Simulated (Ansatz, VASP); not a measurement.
**Two plane-wave programs on InSe**

```
Se In
1.0
     3.89200    0.00000    0.00000
    -1.94600    3.37057    0.00000
     0.00000    0.00000   36.72119
Se In
2 2
Direct
  0.00000 0.00000 0.42665
  0.00000 0.00000 0.57332
  0.66667 0.33333 0.46193
  0.66667 0.33333 0.53804
```

Alike in both runs: task single point; functional PBE; dispersion D3(BJ); k mesh 9 × 9 × 1; occupations gaussian, width 0.02 eV; no spin polarisation.

|  | VASP | Ansatz |
| --- | --- | --- |
| version | VASP 6.6.1 | Ansatz 0.2.0 |
| potentials or method | VASP PAW PBE potentials, release 64 (Se, In_d), cutoff 520 eV | scalar-relativistic, plane waves, PAW |
| valence electrons in the cell | 38 | 58 |

VASP gave:

| Item | Value |
| --- | --- |
| gap on the k mesh at the Fermi level (eV) | 2.03 |
| least direct gap on the mesh (eV) | 2.15 |
| rms of the force components (eV/Å) | 0.343 |

Task: Estimate Ansatz's values.

Result: gap on the k mesh at the Fermi level (eV): 2.05; least direct gap on the mesh (eV): 2.16; rms of the force components (eV/Å): 0.333.

VASP's potentials hold 38 valence electrons a cell and Ansatz's 58, so a difference there can come from the potentials and not from the codes.
